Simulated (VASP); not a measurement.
Set up this calculation in VASP 6.6.1, as the native input.

```
Task                   : single point
Functional             : PBE
Potentials or basis    : VASP PAW PBE potentials, release 64 (Mg, O)
Cutoff                 : 520 eV
k mesh                 : 1 × 1 × 1
Occupations            : fermi-dirac, width 0.01 eV
Spin                   : no spin polarisation
Dipole correction      : no
Further INCAR settings : LREAL = Auto; ALGO = Normal; EDIFF = 1e-06; NBANDS = 329
```

The structure of Mg64O65 (a cell with a defect) lies in POSCAR:

```
Mg64O65
1.0
    0.0000000000      8.5087624600      8.5087624600
    8.5087624600      0.0000000000      8.5087624600
    8.5087624600      8.5087624600      0.0000000000
Mg O
64 65
Direct
    0.0006650203      0.0012358436     -0.0001571909
    0.0006792997      0.0032752119      0.2473508938
    0.0002895838      0.0009831042      0.4997750284
    0.0003459375      0.0030625488      0.7506204962
    0.0014211820      0.2507054945      0.0003009251
    0.0004233871      0.2506254593      0.2505101664
    0.0004619356      0.2507721317      0.5002607042
    0.0013205211      0.2512786096      0.7497421664
    0.0012666354      0.5011348619      0.0003194942
    0.0001788157      0.5000221266      0.2509752164
    0.0019858352      0.5018452472      0.4990243904
    0.0003836633      0.5002142815      0.7525874098
    0.0003475829      0.7500587224      0.0035934133
    0.0007210802      0.7503558279      0.2475429899
   -0.0125132768      0.7632802691      0.4897141646
   -0.0123949870      0.7631188473      0.7616639941
    0.2504716767     -0.0000345526      0.0005302769
    0.2494547251     -0.0001070661      0.2507397533
    0.2495665510     -0.0006834719      0.5012921115
    0.2504333633     -0.0001718229      0.7507814480
    0.2502123558      0.2473407279      0.0036756814
    0.2502113568      0.2493691662      0.2511955187
    0.2505373737      0.2475254198      0.5004318807
    0.2505858531      0.2496248438      0.7512780537
    0.2501635238      0.5002436042      0.0034831152
    0.2505239170      0.5005505231      0.2474390970
    0.2633446415      0.4874050744      0.4894427385
    0.2633204900      0.4873877393      0.7613476731
    0.2507192450      0.7505612632      0.0000630526
    0.2495954036      0.7494326032      0.2507602028
    0.2504899520      0.7503693434      0.4984714898
    0.2489261523      0.7487793354      0.7519976648
    0.4998975491     -0.0002373436      0.0013519592
    0.4994802734     -0.0006737760      0.2514095334
    0.4998779811     -0.0002858230      0.5006029984
    0.4998734563     -0.0002663725      0.7510977689
    0.5012309393      0.2494803457      0.0013763459
    0.5012891734      0.2494824024      0.2496538727
    0.5028696617      0.2479069677      0.5001939495
    0.5028576153      0.2478474408      0.7508372728
    0.5013733219      0.5005296035     -0.0001769352
    0.5034514737      0.5005280169      0.2473210423
    0.5010974299      0.5001665072      0.4997053355
    0.5031637115      0.5002002959      0.7506154426
    0.5001073329      0.7503096402      0.0005429109
    0.5000306472      0.7493177803      0.2507298811
    0.4994600590      0.7494226135      0.5012774795
    0.4999868101      0.7502827855      0.7507725160
    0.7496063064      0.0011070940      0.0013835149
    0.7496448549      0.0011237827      0.2496777892
    0.7479961428      0.0027798990      0.5002140464
    0.7480197067      0.0026832339      0.7508493779
    0.7514161466      0.2512599817     -0.0003669746
    0.7509932296      0.2508309534      0.2496843707
    0.7510002224      0.2508748493      0.4999485554
    0.7510108585      0.2508756132      0.7504362744
    0.7508517872      0.5012775383      0.0003135003
    0.7507716933      0.5002763939      0.2505162190
    0.7509048502      0.5003037774      0.5002701650
    0.7514206126      0.5011811671      0.7497540953
    0.7474433597      0.7500675956      0.0037234557
    0.7495067620      0.7500731193      0.2512167909
    0.7477001538      0.7503870310      0.5004384621
    0.7497781293      0.7504388599      0.7513482754
    0.1254479726      0.1253103498      0.1255048551
    0.1250266422      0.1253755766      0.3759982741
    0.1254434479      0.1252871384      0.6255272168
    0.1258534370      0.1252272590      0.8750454646
    0.1258586081      0.3740790761      0.1270560796
    0.1259753701      0.3742627103      0.3755338705
    0.1274016057      0.3740096183      0.6248249408
    0.1276446493      0.3694892195      0.8802951117
    0.1254363963      0.6253048578      0.1254794108
    0.1260284918      0.6257072665      0.3651964095
    0.1351519102      0.6348628870      0.5573110687
    0.1248434194      0.6249062687      0.8857595961
    0.1250285227      0.8765233528      0.1239781937
    0.1232032278      0.8811410631      0.3707488621
    0.1234844673      0.8765721261      0.6262269073
    0.1249064132      0.8763287299      0.8755087517
    0.3754431993      0.1240959546      0.1266011368
    0.3754017714      0.1239737864      0.3757413037
    0.3759718308      0.1248739761      0.6251348566
    0.3764106138      0.1246292284      0.8755510023
    0.3761146248      0.3746265118      0.1255065005
    0.3791849303      0.3714109443      0.3723453928
    0.3760937052      0.3746442582      0.6254936632
    0.3792441633      0.3716376518      0.8786623831
    0.3766933811      0.6248677790      0.1239461678
    0.3813138532      0.6230711017      0.3706720002
    0.3766709336      0.6233614494      0.6261908856
    0.3764483396      0.6247822201      0.8754868331
    0.3752463434      0.8751133946      0.1252461806
    0.3741066359      0.8739507696      0.3766623543
    0.3748419368      0.8746861879      0.6259466080
    0.3754866251      0.8753322866      0.8752283937
    0.6254517652      0.1252894889      0.1255258335
    0.6253931785      0.1252279641      0.3751077804
    0.6254300816      0.1253111725      0.6255264529
    0.6254883745      0.1253713457      0.8759396017
    0.6266629284      0.3752847744      0.1244337241
    0.6261211340      0.3743227073      0.3754790447
    0.6258537625      0.3747758872      0.6259001853
    0.6267508965      0.3753499425      0.8752994968
    0.6254555260      0.6252973361      0.1255146686
    0.6255142302      0.6248857017      0.3760001546
    0.6254314919      0.6252906959      0.6255229271
    0.6253740218      0.6257133191      0.8750426440
    0.6242299659      0.8753078412      0.1266024883
    0.6241413513      0.8752470803      0.3757450646
    0.6250333729      0.8758209593      0.6251430246
    0.6247709376      0.8762622690      0.8755591116
    0.8754381774      0.1264923666      0.1244525870
    0.8744732310      0.1259669670      0.3754936179
    0.8749231201      0.1257152265      0.6258987749
    0.8754877733      0.1266215275      0.8752946783
    0.8756293921      0.3754715818      0.1258062503
    0.8754042712      0.3752590362      0.3758063543
    0.8760573039      0.3759202957      0.6250846142
    0.8767913119      0.3766350295      0.8743760371
    0.8741982204      0.6257311830      0.1270878115
    0.8744352701      0.6258116882      0.3755544963
    0.8741891121      0.6272687156      0.6248461542
    0.8695890895      0.6275164015      0.8803753819
    0.8747524725      0.8759889626      0.1255416408
    0.8716445000      0.8789524958      0.3723982206
    0.8747878478      0.8759560553      0.6255330343
    0.8717000897      0.8791911909      0.8786893553
    0.1157085422      0.6157623420      0.6935010265
```

One way to write it, as run:

INCAR

```
  ALGO = Normal
  EDIFF = 1E-6
  ENCUT = 520
  GGA = PE
  ISIF = 2
  ISMEAR = -1
  LASPH = True
  LCHARG = True
  LELF = True
  LREAL = Auto
  LUSENCCL = False
  LVHAR = True
  LWAVE = False
  NBANDS = 329
  NELM = 100
  PREC = Accurate
  SIGMA = 0.01
```

KPOINTS

```
k-points
0
Gamma
  1 1 1
```

Potentials or basis: VASP PAW PBE potentials, release 64 (Mg, O).

Command:

```console
$ cat potpaw_PBE.64/Mg/POTCAR potpaw_PBE.64/O/POTCAR > POTCAR
$ mpirun -np 1 vasp_gam > vasp.out
```

Results of the run:

```yaml
Pressure: 0.9 GPa
Largest_force: 0.361 eV/Å
Band_gap_on_the_k_mesh: 4.10 eV
```

Caveat: the k points lie up to 0.64 Å⁻¹ apart.

Run time: 2.6 min on 1 × NVIDIA H100 80GB with 1 thread of AMD EPYC 7R13 Processor (Zen 3) (shared host), peak memory 2 GiB.
